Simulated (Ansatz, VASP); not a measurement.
Two plane-wave programs on AlRu

```xyz
2
Lattice="2.9825 0.0000 0.0000 0.0000 2.9825 0.0000 0.0000 0.0000 2.9825" Properties=species:S:1:pos:R:3 pbc="T T T"
Al    0.0000    0.0000    0.0000
Ru    1.4912    1.4912    1.4912
```

Alike in both runs: task relaxation of cell and atoms; functional PBE; k mesh 6 × 6 × 6; occupations gaussian, width 0.1 eV; no spin polarisation.

|  | VASP | Ansatz |
| --- | --- | --- |
| version | VASP 6.6.1 | Ansatz 0.2.0 |
| potentials or method | VASP PAW PBE potentials, release 64 (Al, Ru_pv), cutoff 500 eV | scalar-relativistic, plane waves, PAW |
| valence electrons in the cell | 17 | 19 |

|  | VASP | Ansatz | Ansatz less VASP |
| --- | --- | --- | --- |
| gap on the k mesh at the Fermi level, each at its own relaxed structure (eV) | none | none | - |
| relaxed volume (Å³/atom) | 13.55 | 13.55 | +0.002 |
| relaxed cell length with the largest relative difference (Å) | 3.004 | 3.004 | +0.0001 |

A gap of «none» marks a metal or a gap that the smearing closes. VASP's potentials hold 17 valence electrons a cell and Ansatz's 19, so a difference there can come from the potentials and not from the codes.
